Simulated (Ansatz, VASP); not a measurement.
# SnSe: VASP beside Ansatz

INCAR

```
PREC = Accurate
ENCUT = 520
EDIFF = 1E-8
ISMEAR = -1
SIGMA = 0.02
LREAL = F
LASPH = T
NELM = 60
ALGO = Normal
ISIF = 2
LWAVE = F
LCHARG = F
LEFG = T
NBANDS = 17
```

KPOINTS

```
Automatic mesh
0
Gamma
  9 9 9
```

File POSCAR:

```
SnSe
1.0
    0.0000000000      3.0690345955      3.0690345955
    3.0690345955      0.0000000000      3.0690345955
    3.0690345955      3.0690345955      0.0000000000
Sn Se
1 1
Direct
    0.0000000000      0.0000000000      0.0000000000
    0.5000000000      0.5000000000      0.5000000000
```

Input for Ansatz:

```yaml
crystal:
  lattice:
    - [0.0, 3.0690345955, 3.0690345955]
    - [3.0690345955, 0.0, 3.0690345955]
    - [3.0690345955, 3.0690345955, 0.0]
  atoms:
    - { symbol: Sn, position: [0.0, 0.0, 0.0] }
    - { symbol: Se, position: [0.5, 0.5, 0.5] }
kpoints:
  mp_grid: { grid: [9, 9, 9] }
scf:
  occupations: { method: fermi_dirac, width: 0.02 }
hamiltonian:
  xc: lda
  pseudopotentials: { kind: all_electron, datasets: crystal }
output:
  forces: true
  stress: true
  eigenvalues: true
  efg: { contact_densities: true }
```

Change from the starting cell: volume scaled by 1.06, crystal datasets.

Alike in both runs: task electric field gradients; functional LDA; k mesh 9 × 9 × 9; occupations fermi-dirac, width 0.02 eV; no spin polarisation.

```csv
,VASP,Ansatz
version,VASP 6.6.1,Ansatz 0.2.0
potentials or method,"VASP PAW LDA potentials, release 64 (Sn_d, Se), cutoff 520 eV","all-electron PAW with datasets made for the crystal, scalar-relativistic"
```

```csv
,VASP,Ansatz,Ansatz less VASP
pressure (GPa),-5.5,-5.6,-0.04
```

LDA's correlation is that of Perdew and Zunger in VASP and of Perdew and Wang (1992) in Ansatz. Ansatz ran all-electron here, and VASP with PAW potentials.
